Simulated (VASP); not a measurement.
# SiNi2 (Pnma) in VASP: single point with LDA

Aim: the single point of SiNi2 with LDA.

Everything below comes from runs of VASP 6.6.1. Logs are shortened: lines on timing, memory, paths and dates and some standing lists are left out, and cuts for length are marked.

### Step 1. The cell of the first run

Symmetry: Pnma, No. 62, orthorhombic system. The conventional cell has a = 5.082 Å, b = 3.611 Å, c = 6.859 Å, α = 90.00°, β = 90.00°, γ = 90.00°. Si (site symmetry m) has 10 Ni at 2.24 to 2.85 Å within 3.0 Å. Ni (site symmetry m) has 5 Si at 2.31 to 2.52 Å and 8 Ni at 2.54 to 2.65 Å within 3.1 Å. Ni (site symmetry m) has 5 Si at 2.24 to 2.85 Å and 8 Ni at 2.54 to 2.65 Å within 3.0 Å.

### Step 2. Single point, LDA

INCAR reads:

```
PREC = Accurate ; ENCUT = 520
EDIFF = 1E-6 ; ISMEAR = 0
SIGMA = 0.1 ; LREAL = False
LASPH = True ; NELM = 100
ALGO = Fast ; ISIF = 2
LWAVE = False ; LCHARG = False
GGA = CA ; NBANDS = 60
```

KPOINTS reads:

```
Automatic mesh
0
Gamma
  10 12 8
```

POSCAR reads:

```
SiNi2
1.0
    5.0817970973      0.0000000000      0.0000000000
    0.0000000000      3.6112015677      0.0000000000
    0.0000000000      0.0000000000      6.8589747541
Si Ni
4 8
Direct
    0.2792801377      0.7500000000      0.6153123769
    0.7207198623      0.2500000000      0.3846876231
    0.2207198623      0.2500000000      0.1153123769
    0.7792801377      0.7500000000      0.8846876231
    0.9605845094      0.7500000000      0.2007880165
    0.0394154906      0.2500000000      0.7992119835
    0.5394154906      0.2500000000      0.7007880165
    0.4605845094      0.7500000000      0.2992119835
    0.8355490476      0.7500000000      0.5612013281
    0.1644509524      0.2500000000      0.4387986719
    0.6644509524      0.2500000000      0.0612013281
    0.3355490476      0.7500000000      0.9387986719
```

Potentials or basis: VASP PAW LDA potentials, release 64 (Si, Ni).

The run is started by

```console
> cat potpaw_LDA.64/Si/POTCAR potpaw_LDA.64/Ni/POTCAR > POTCAR
> mpirun -np 1 vasp_std > vasp.out
```

OUTCAR:

```text
PREC = Accurate
   ENCUT = 520
   EDIFF = 1E-6
   ISMEAR = 0
   LREAL = False
   LASPH = True
   NELM = 100
   ISIF = 2
   GGA = CA

 ion  position               nearest neighbor table
   1  0.279  0.750  0.615-  12 2.24  10 2.25  10 2.25   9 2.29   7 2.31   7 2.31   8 2.36   6 2.52
                             6 2.52   9 2.85   4 3.14   4 3.14
   2  0.721  0.250  0.385-  11 2.24   9 2.25   9 2.25  10 2.29   8 2.31   8 2.31   7 2.36   5 2.52
                             5 2.52  10 2.85   3 3.14   3 3.14
   3  0.221  0.250  0.115-  10 2.24  12 2.25  12 2.25  11 2.29   5 2.31   5 2.31   6 2.36   8 2.52
                             8 2.52  11 2.85   2 3.14   2 3.14
   4  0.779  0.750  0.885-   9 2.24  11 2.25  11 2.25  12 2.29   6 2.31   6 2.31   5 2.36   7 2.52
                             7 2.52  12 2.85   1 3.14   1 3.14
   5  0.961  0.750  0.201-   3 2.31   3 2.31   4 2.36   2 2.52   2 2.52  11 2.54  11 2.54   9 2.55
                            12 2.62   8 2.63   8 2.63  10 2.65  10 2.65
   6  0.039  0.250  0.799-   4 2.31   4 2.31   3 2.36   1 2.52   1 2.52  12 2.54  12 2.54  10 2.55
                            11 2.62   7 2.63   7 2.63   9 2.65   9 2.65
   7  0.539  0.250  0.701-   1 2.31   1 2.31   2 2.36   4 2.52   4 2.52   9 2.54   9 2.54  11 2.55
                            10 2.62   6 2.63   6 2.63  12 2.65  12 2.65
   8  0.461  0.750  0.299-   2 2.31   2 2.31   1 2.36   3 2.52   3 2.52  10 2.54  10 2.54  12 2.55
                             9 2.62   5 2.63   5 2.63  11 2.65  11 2.65
   9  0.836  0.750  0.561-   4 2.24   2 2.25   2 2.25   1 2.29   7 2.54   7 2.54   5 2.55  10 2.60
                            10 2.60   8 2.62   6 2.65   6 2.65   1 2.85
  10  0.164  0.250  0.439-   3 2.24   1 2.25   1 2.25   2 2.29   8 2.54   8 2.54   6 2.55   9 2.60
                             9 2.60   7 2.62   5 2.65   5 2.65   2 2.85
  11  0.664  0.250  0.061-   2 2.24   4 2.25   4 2.25   3 2.29   5 2.54   5 2.54   7 2.55  12 2.60
                            12 2.60   6 2.62   8 2.65   8 2.65   3 2.85
  12  0.336  0.750  0.939-   1 2.24   3 2.25   3 2.25   4 2.29   6 2.54   6 2.54   8 2.55  11 2.60
                            11 2.60   5 2.62   7 2.65   7 2.65   4 2.85

  LATTYP: Found a simple orthorhombic cell.
 ALAT       =     3.6112015677
 B/A-ratio  =     1.4072316380
 C/A-ratio  =     1.8993608154

  Lattice vectors:

 A1 = (   0.0000000000,  -3.6112015677,   0.0000000000)
 A2 = (   5.0817970973,   0.0000000000,   0.0000000000)
 A3 = (   0.0000000000,   0.0000000000,   6.8589747541)

Analysis of symmetry for initial positions (statically):
=====================================================================
 Subroutine PRICEL returns:
 Original cell was already a primitive cell.

 Routine SETGRP: Setting up the symmetry group for a
 simple orthorhombic supercell.

 Subroutine GETGRP returns: Found  8 space group operations
 (whereof  2 operations were pure point group operations)
 out of a pool of  8 trial point group operations.

The static configuration has the point symmetry S_2 .
 The point group associated with its full space group is D_2h.

Analysis of symmetry for dynamics (positions and initial velocities):
=====================================================================
 Subroutine PRICEL returns:
 Original cell was already a primitive cell.

 Routine SETGRP: Setting up the symmetry group for a
 simple orthorhombic supercell.

 Subroutine GETGRP returns: Found  8 space group operations
 (whereof  2 operations were pure point group operations)
 out of a pool of  8 trial point group operations.

The dynamic configuration has the point symmetry S_2 .
 The point group associated with its full space group is D_2h.

 Subroutine INISYM returns: Found  8 space group operations
 (whereof  2 operations are pure point group operations),
 and found     1 'primitive' translations

----------------------------------------------------------------------------------------

                                     Primitive cell

  volume of cell :     125.8717

  direct lattice vectors                    reciprocal lattice vectors
     5.081797097  0.000000000  0.000000000     0.196780781  0.000000000  0.000000000
     0.000000000  3.611201568  0.000000000     0.000000000  0.276916140  0.000000000
     0.000000000  0.000000000  6.858974754     0.000000000  0.000000000  0.145794384

  length of vectors
     5.081797097  3.611201568  6.858974754     0.196780781  0.276916140  0.145794384

  position of ions in fractional coordinates (direct lattice)
     0.279280138  0.750000000  0.615312377
     0.720719862  0.250000000  0.384687623
     0.220719862  0.250000000  0.115312377
     0.779280138  0.750000000  0.884687623
     0.960584509  0.750000000  0.200788016
     0.039415491  0.250000000  0.799211984
     0.539415491  0.250000000  0.700788016
     0.460584509  0.750000000  0.299211984
     0.835549048  0.750000000  0.561201328
     0.164450952  0.250000000  0.438798672
     0.664450952  0.250000000  0.061201328
     0.335549048  0.750000000  0.938798672

  ion indices of the primitive-cell ions
   primitive index   ion index
                 1           1
                 2           2
                 3           3
                 4           4
                 5           5
                 6           6
                 7           7
                 8           8
                 9           9
                10          10
                11          11
                12          12

----------------------------------------------------------------------------------------

 KPOINTS: Automatic mesh

Automatic generation of k-mesh.
 Grid dimensions read from file:
 generate k-points for:   10   12    8

 Generating k-lattice:

  Cartesian coordinates                     Fractional coordinates (reciprocal lattice)
     0.019678078  0.000000000  0.000000000     0.100000000  0.000000000  0.000000000
     0.000000000  0.023076345  0.000000000     0.000000000  0.083333333  0.000000000
     0.000000000  0.000000000  0.018224298     0.000000000  0.000000000  0.125000000

  Length of vectors
     0.019678078  0.023076345  0.018224298

  Shift w.r.t. Gamma in fractional coordinates (k-lattice)
     0.000000000  0.000000000  0.000000000

 Subroutine IBZKPT returns following result:
 ===========================================

 Found    210 irreducible k-points:

 Following reciprocal coordinates:
            Coordinates               Weight
  0.000000  0.000000  0.000000      1.000000
  0.100000  0.000000  0.000000      2.000000
  0.200000  0.000000  0.000000      2.000000
  0.300000  0.000000  0.000000      2.000000
  0.400000  0.000000  0.000000      2.000000
  0.500000  0.000000  0.000000      1.000000
[... 16 lines left out ...]
  0.400000  0.250000  0.000000      4.000000
  0.500000  0.250000  0.000000      2.000000
 [... further k-points ...]
   k-points           NKPTS =    210   k-points in BZ     NKDIM =    210   number of bands    NBANDS=     60
   number of dos      NEDOS =    301   number of ions     NIONS =     12
   total plane-waves  NPLWV =  60480
   dimension x,y,z NGX =    40 NGY =   28 NGZ =   54
   dimension x,y,z NGXF=    80 NGYF=   56 NGZF=  108
   ions per type =               4   8
   NGX,Y,Z   is equivalent  to a cutoff of  13.09, 12.89, 13.09 a.u.
   NGXF,Y,Z  is equivalent  to a cutoff of  26.17, 25.78, 26.18 a.u.
 SYSTEM =  unknown system
   PREC   = accura    normal or accurate (medium, high low for compatibility)
   ISTART =      0    job   : 0-new  1-cont  2-samecut
   ICHARG =      2    charge: 1-file 2-atom 10-const
   ISPIN  =      1    spin polarized calculation?
   LNONCOLLINEAR =      F non collinear calculations
   LSORBIT =      F    spin-orbit coupling
   LASPH  =      T    aspherical Exc in radial PAW
   ENCUT  =  520.0 eV  38.22 Ry    6.18 a.u.   9.45  6.71 12.75*2*pi/ulx,y,z
   NELM   =    100;   NELMIN=  2; NELMDL= -5     # of ELM steps
   EDIFF  = 0.1E-05   stopping-criterion for ELM
   LREAL  =      F    real-space projection
   EDIFFG = 0.1E-04   stopping-criterion for IOM
   NSW    =      0    number of steps for IOM
   IBRION =     -1    ionic relax: 0-MD 1-quasi-New 2-CG
   NFREE  =      0    steps in history (QN), initial steepest desc. (CG)
   ISIF   =      2    stress and relaxation
   ISYM   =      2    0-nonsym 1-usesym 2-fastsym
   POTIM  = 0.5000    time-step for ionic-motion
   TEBEG  =    0.0;   TEEND  =   0.0 temperature during run
   PSTRESS=    0.0 pullay stress
   NELECT =      96.0000    total number of electrons
   NUPDOWN=      -1.0000    fix difference up-down
   EMIN   =  10.00;   EMAX   =-10.00  energy-range for DOS
   EFERMI =   0.00;   METHOD = LEGACY
   ISMEAR =     0;   SIGMA  =   0.10  broadening in eV -4-tet -1-fermi 0-gaus
   EFERMI_NEDOS =   21; number of points for ismear=-14 and -15
   IALGO  =     68    algorithm
   IMIX   =      4    mixing-type and parameters
     AMIX     =   0.40;   BMIX     =  1.00
     AMIX_MAG =   1.60;   BMIX_MAG =  1.00
  volume/ion in A,a.u.               =      10.49        70.79
  Fermi-wavevector in a.u.,A,eV,Ry     =   1.495739  2.826537 30.439433  2.237235
  Thomas-Fermi vector in A             =   2.607845
   LORBIT       =      0    0 simple, 1 ext, 2 COOP (PROOUT), +10 PAW based schemes
   GGA     = CA    functional components
   LHFCALC =     F    Hartree Fock is set to
   AEXX    =    0.0000 exact exchange contribution
   IVDW    =     0    specifies the selected vdW correction
   LEPSILON=     F    determine dielectric tensor
   LRPA    =     F    only Hartree local field effects (RPA)
 non-spin polarized calculation
 RMM-DIIS sequential band-by-band and
 Gauss-broadening in eV      SIGMA  =   0.10
  energy-cutoff  :      520.00
  volume of cell :      125.87
 maximum number of plane-waves:      3420
 NGX is ok and might be reduce to    40
   NGX = 19   NGY = 13   NGZ = 25

 number of electron      96.0000055 magnetization

 Free energy of the ion-electron system (eV)
  ---------------------------------------------------
  ext. energy  EPLUGINS =         0.00000000
  ---------------------------------------------------
  free energy    TOTEN  =       -84.23205054 eV

  energy without entropy =      -84.20644475  energy(sigma->0) =      -84.21924765

 E-fermi :  11.5802     XC(G=0): -13.3884

 val. band max:       11.5763597238   @ k =   0.4000   0.4167   0.0000
 cond. band min:      11.5824004667   @ k =   0.1000   0.4167   0.2500
 fundamental gap:      0.0060407429
 Fermi energy:        11.5801799948

 k-point     1 :       0.0000    0.0000    0.0000
  band No.  band energies     occupation
      1      -1.3355      2.00000
      2       1.4212      2.00000
      3       1.4241      2.00000
      4       2.9535      2.00000
      5       4.5293      2.00000
      6       5.0594      2.00000
[... 52 lines left out ...]
     59      17.0033      0.00000
     60      17.4255      0.00000

 k-point     2 :       0.1000    0.0000    0.0000
  band No.  band energies     occupation
      1      -1.2784      2.00000
      2       1.4567      2.00000
      3       1.4613      2.00000
      4       2.6375      2.00000
      5       4.8132      2.00000
      6       4.9608      2.00000
[... 52 lines left out ...]
     59      16.8895      0.00000
     60      17.4675      0.00000

 k-point     3 :       0.2000    0.0000    0.0000
  band No.  band energies     occupation
      1      -1.1078      2.00000
      2       1.5164      2.00000
      3       1.5765      2.00000
      4       2.0570      2.00000
      5       4.6884      2.00000
      6       4.9529      2.00000
[... 1312 lines left out ...]
     59      16.6171      0.00000
     60      17.5654      0.00000

 k-point    24 :       0.5000    0.2500    0.0000
  band No.  band energies     occupation
      1       0.6668      2.00000
      2       0.6668      2.00000
      3       2.3669      2.00000
      4       2.3669      2.00000
      5       4.4470      2.00000
      6       4.4470      2.00000
[... 52 lines left out ...]
     59      16.4931      0.00000
     60      16.4931      0.00000

 [... further k-points ...]

------------------------ aborting loop because EDIFF is reached ----------------------------------------

  FORCE on cell =-STRESS in cart. coord.  units (eV):
  Direction    XX          YY          ZZ          XY          YZ          ZX
  --------------------------------------------------------------------------------------
  -------------------------------------------------------------------------------------
  Total       -3.6955604      0.2707706      0.2539243      0.0000000      0.0000000      0.0000000
  in kB      -47.0394929      3.4465435      3.2321130      0.0000000      0.0000000      0.0000000
  external PRESSURE =     -13.4536121 kB  Pullay stress =       0.0000000 kB

 VOLUME and BASIS-vectors are now :
 -----------------------------------------------------------------------------
  energy-cutoff  :      520.00
  volume of cell :      125.87
      direct lattice vectors                 reciprocal lattice vectors
     5.081797097  0.000000000  0.000000000     0.196780781  0.000000000  0.000000000
     0.000000000  3.611201568  0.000000000     0.000000000  0.276916140  0.000000000
     0.000000000  0.000000000  6.858974754     0.000000000  0.000000000  0.145794384

 POSITION                                       TOTAL-FORCE (eV/Angst)
 -----------------------------------------------------------------------------------
      1.41924      2.70840      4.22041        -0.005376      0.000000      0.001596
      3.66255      0.90280      2.63856         0.005376     -0.000000     -0.001596
      1.12165      0.90280      0.79092         0.005376     -0.000000      0.001596
      3.96014      2.70840      6.06805        -0.005376     -0.000000     -0.001596
      4.88150      2.70840      1.37720        -0.010142     -0.000000      0.012215
      0.20030      0.90280      5.48177         0.010142      0.000000     -0.012215
      2.74120      0.90280      4.80669         0.010142     -0.000000      0.012215
      2.34060      2.70840      2.05229        -0.010142      0.000000     -0.012215
      4.24609      2.70840      3.84927        -0.001874      0.000000     -0.003284
      0.83571      0.90280      3.00971         0.001874     -0.000000      0.003284
      3.37660      0.90280      0.41978         0.001874     -0.000000     -0.003284
      1.70519      2.70840      6.43920        -0.001874      0.000000      0.003284
 -----------------------------------------------------------------------------------
    total drift:                               -0.000000      0.000000     -0.000000

  FREE ENERGIE OF THE ION-ELECTRON SYSTEM (eV)
  ---------------------------------------------------
  free  energy   TOTEN  =       -84.2320505430 eV

  energy  without entropy=      -84.2064447471  energy(sigma->0) =      -84.21924765
```

Wall time 58 min (1 thread of Oxide Virtual Turin-like, shared host); peak memory 0.98 GiB.

Results:

```
Free energy            : -84.2321 eV
Pressure               : -1.3 GPa
Largest force          : 0.016 eV/Å
Band gap on the k mesh : zero (bands 48 and 49 overlap by 1.81 eV)
```

Forces in eV/Å, atoms in the order of the input:
```
Si  -0.005  0.000  0.002
Si   0.005  0.000 -0.002
Si   0.005  0.000  0.002
Si  -0.005  0.000 -0.002
Ni  -0.010  0.000  0.012
Ni   0.010  0.000 -0.012
Ni   0.010  0.000  0.012
Ni  -0.010  0.000 -0.012
Ni  -0.002  0.000 -0.003
Ni   0.002  0.000  0.003
Ni   0.002  0.000 -0.003
Ni  -0.002  0.000  0.003
```

Caveat: the stress differs along the axes, from -5 to 0 GPa. Spin polarisation is off, so any magnetic state and its effect on volume and gap are missing.
